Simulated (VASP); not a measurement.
Write the native input for VASP 6.6.1 that does the following.

```yaml
Task: single point
Functional: LDA
Potentials_or_basis: VASP PAW LDA potentials, release 64 (Sn_d)
Cutoff: 520 eV
k_mesh: 9 × 9 × 9
Occupations: fermi-dirac, width 0.03 eV
Spin: no spin polarisation
Dipole_correction: no
Further_INCAR_settings: ALGO = Normal; EDIFF = 1e-06; NBANDS = 21
```

The structure of Sn lies in POSCAR:

```
Sn
1.0
   -0.0649120000      3.2131440000      3.2131440000
    3.2131440000     -0.0649120000      3.2131440000
    3.2131440000      3.2131440000     -0.0649120000
Sn
2
Direct
    0.5000000000      0.5000000000      0.5000000000
    0.7500000000      0.7500000000      0.7500000000
```

This cell differs from its parent crystal: equal xy, yz and zx shear strains of -2 %.

One way to write it, as run:

INCAR

```
PREC = Accurate
ENCUT = 520
EDIFF = 1E-6
ISMEAR = -1
SIGMA = 0.03
LREAL = F
LASPH = T
NELM = 80
ALGO = Normal
ISIF = 2
LWAVE = F
LCHARG = T
GGA = CA
LELF = T
LVHAR = T
NBANDS = 21
```

KPOINTS

```
Automatic mesh
0
Gamma
  9 9 9
```

Potentials or basis: VASP PAW LDA potentials, release 64 (Sn_d).

Run with:

```sh
$ cat potpaw_LDA.64/Sn_d/POTCAR > POTCAR
$ mpirun -np 1 vasp_std > vasp.out
```

It gave:

```
Pressure               : -0.3 GPa
Largest force          : 0.334 eV/Å
Band gap on the k mesh : zero (band 14 reaches 5.44 eV, above the bottom of band 15 at 5.11 eV)
```

Caveat: the cell differs from its parent crystal (equal xy, yz and zx shear strains of -2 %); spin-orbit coupling is left out, which moves the levels of the heavy elements.

Wall time 62 s on 1 thread of Intel(R) Xeon(R) Platinum 8488C (Sapphire Rapids), on a shared host, peak memory 0.23 GiB.
